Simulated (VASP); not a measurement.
# Cl (Im-3m) in VASP: a series of runs, part 2 of 2

VASP 6.6.1. Earlier steps stand in the parts before.

## 4. Single point, PBEsol

This run uses another cell than the first one, of 19.30 Å³/atom, 1.136 times its volume.

Contents of INCAR:

```
PREC = Accurate
ENCUT = 520
EDIFF = 1E-6
ISMEAR = -1
SIGMA = 0.08
LREAL = F
LASPH = T
NELM = 80
ALGO = Normal
ISIF = 2
LWAVE = F
LCHARG = F
GGA = PS
NBANDS = 10
```

Contents of KPOINTS:

```
regular mesh
0
Gamma
  15 15 15
```

Contents of POSCAR:

```
Cl
1.0
   -1.6899251603      1.6899251603      1.6899251603
    1.6899251603     -1.6899251603      1.6899251603
    1.6899251603      1.6899251603     -1.6899251603
Cl
1
Direct
    0.0000000000      0.0000000000      0.0000000000
```

Potentials or basis: VASP PAW PBE potentials, release 64 (Cl).

Launch:

```console
> cat potpaw_PBE.64/Cl/POTCAR > POTCAR
> mpirun -np 1 vasp_std > vasp.out
```

OUTCAR:

```text
PREC = Accurate
   ENCUT = 520
   EDIFF = 1E-6
   ISMEAR = -1
   LREAL = F
   LASPH = T
   NELM = 80
   ISIF = 2
   GGA = PS

 ion  position               nearest neighbor table
   1  0.000  0.000  0.000-

  LATTYP: Found a body centered cubic cell.
 ALAT       =     3.3798503206

  Lattice vectors:

 A1 = (  -1.6899251603,   1.6899251603,   1.6899251603)
 A2 = (   1.6899251603,  -1.6899251603,   1.6899251603)
 A3 = (   1.6899251603,   1.6899251603,  -1.6899251603)

Analysis of symmetry for initial positions (statically):
=====================================================================
 Subroutine PRICEL returns:
 Original cell was already a primitive cell.

 Routine SETGRP: Setting up the symmetry group for a
 body centered cubic supercell.

 Subroutine GETGRP returns: Found 48 space group operations
 (whereof 48 operations were pure point group operations)
 out of a pool of 48 trial point group operations.

The static configuration has the point symmetry O_h .

Analysis of symmetry for dynamics (positions and initial velocities):
=====================================================================
[... 155 lines left out ...]

 E-fermi :   2.9548     XC(G=0): -10.2527

 val. band max:        2.9371651504   @ k =   0.4000   0.2000   0.0000
 cond. band min:       2.9604516789   @ k =   0.3333   0.2000  -0.0000
 fundamental gap:      0.0232865285
 Fermi energy:         2.9547763127

 k-point     1 :       0.0000    0.0000    0.0000
  band No.  band energies     occupation
      1     -13.1575      2.00000
      2       3.7675      0.00008
      3       3.7675      0.00008
      4       3.7675      0.00008
      5      13.1646      0.00000
      6      17.0010      0.00000
      7      17.0010      0.00000
      8      17.0010      0.00000
      9      20.0805      0.00000
     10      20.0805      0.00000
[... 287 lines left out ...]
 k-point    24 :       0.4000    0.2000    0.0000
  band No.  band energies     occupation
      1     -10.8066      2.00000
      2      -1.7773      2.00000
      3       0.6443      2.00000
      4       2.9372      1.10963
      5      13.1646      0.00000
      6      14.9570      0.00000
      7      18.2733      0.00000
      8      20.4463      0.00000
      9      23.0766      0.00000
     10      27.2685      0.00000

 [... further k-points ...]
[... 5 lines left out ...]
  --------------------------------------------------------------------------------------
  -------------------------------------------------------------------------------------
  Total       -0.0089502     -0.0089502     -0.0089502      0.0000000     -0.0000000     -0.0000000
  in kB       -0.7428119     -0.7428119     -0.7428119      0.0000000     -0.0000000     -0.0000000
  external PRESSURE =      -0.7428119 kB  Pullay stress =       0.0000000 kB

 VOLUME and BASIS-vectors are now :
 -----------------------------------------------------------------------------
  energy-cutoff  :      520.00
  volume of cell :       19.30
      direct lattice vectors                 reciprocal lattice vectors
    -1.689925160  1.689925160  1.689925160     0.000000000  0.295871090  0.295871090
     1.689925160 -1.689925160  1.689925160     0.295871090  0.000000000  0.295871090
     1.689925160  1.689925160 -1.689925160     0.295871090  0.295871090  0.000000000

 POSITION                                       TOTAL-FORCE (eV/Angst)
 -----------------------------------------------------------------------------------
      0.00000      0.00000      0.00000         0.000000     -0.000000     -0.000000
 -----------------------------------------------------------------------------------
    total drift:                                0.000000      0.000000     -0.000000

  FREE ENERGIE OF THE ION-ELECTRON SYSTEM (eV)
  ---------------------------------------------------
  free  energy   TOTEN  =        -1.2551492711 eV

  energy  without entropy=       -1.2192170075  energy(sigma->0) =       -1.23718314
```

OSZICAR:

```text
N       E                     dE             d eps       ncg     rms          rms(c)
DAV:   1     0.175110130907E+02    0.17511E+02   -0.30062E+03  2408   0.535E+02
DAV:   2    -0.662468185701E+00   -0.18173E+02   -0.17752E+02  3202   0.100E+02
DAV:   3    -0.125412171581E+01   -0.59165E+00   -0.57065E+00  2822   0.156E+01
DAV:   4    -0.125622145096E+01   -0.20997E-02   -0.20993E-02  2938   0.118E+00
DAV:   5    -0.125622812112E+01   -0.66702E-05   -0.66700E-05  2884   0.625E-02    0.523E+00
DAV:   6    -0.125499621445E+01    0.12319E-02   -0.30980E-03  2752   0.302E-01    0.321E+00
DAV:   7    -0.125523965382E+01   -0.24344E-03   -0.37373E-03  2758   0.344E-01    0.122E-01
DAV:   8    -0.125514843301E+01    0.91221E-04   -0.38261E-04  2618   0.102E-01    0.953E-03
DAV:   9    -0.125514927111E+01   -0.83809E-06   -0.43607E-06  2766   0.152E-02
   1 F= -.12551493E+01 E0= -.12371831E+01  d E =-.359323E-01
```

stdout:

```text
POSCAR found type information on POSCAR Cl
 POSCAR found :  1 types and       1 ions
 scaLAPACK will be used
 -----------------------------------------------------------------------------
|                                                                             |
|                                                                             |
|     You enforced a specific xc type in the INCAR file but a different       |
|     I HOPE YOU KNOW WHAT YOU ARE DOING!                                     |
|                                                                             |
 -----------------------------------------------------------------------------

 LDA part: xc-table for (Slater+PW92), standard interpolation
 POSCAR, INCAR and KPOINTS ok, starting setup
 FFT: planning ... GRIDC
 FFT: planning ... GRID_SOFT
 FFT: planning ... GRID
 WAVECAR not read
 entering main loop
```

It took 29 s on 1 thread of AMD EPYC 7R13, shared host; peak memory 0.11 GiB.

What came out:

```
Free energy : -1.2551 eV
Pressure    : -0.1 GPa
```

Caveat: the PAW data sets were made with another functional, which shifts forces and pressure a little; an odd number of electrons without spin polarisation forces a metal; a magnetic or distorted state may lie lower.
